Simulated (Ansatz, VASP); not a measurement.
**NaPt4Cl in VASP and in Ansatz**

```
CELL_PARAMETERS angstrom
0.00000 4.11952 4.11952
4.11952 0.00000 4.11952
4.11952 4.11952 0.00000
ATOMIC_POSITIONS crystal
Na 0.50000 0.50000 0.50000
Cl 0.00000 0.00000 0.00000
Pt 0.12700 0.12700 0.12700
Pt 0.61900 0.12700 0.12700
Pt 0.12700 0.12700 0.61900
Pt 0.12700 0.61900 0.12700
```

Alike in both runs: task single point; functional PBE; k mesh 4 × 4 × 4; occupations fermi-dirac, width 0.0442 eV; no spin polarisation.

```csv
,VASP,Ansatz
version,VASP 6.6.1,Ansatz 0.2.0
potentials or method,"VASP PAW PBE potentials, release 64 (Na_sv, Cl, Pt_sv_GW), cutoff 970 eV",PAW plane waves
valence electrons in the cell,88,88
```

```tsv
	VASP	Ansatz	Ansatz less VASP
gap on the k mesh at the Fermi level (eV)	none	none	-
rms of the force components (eV/Å)	7.475	7.503	+0.0277
```

Atom by atom the forces differ by 0.028 eV/Å (rms over components). A gap of «none» marks a metal or a gap that the smearing closes.

Neither program's run includes spin-orbit coupling.
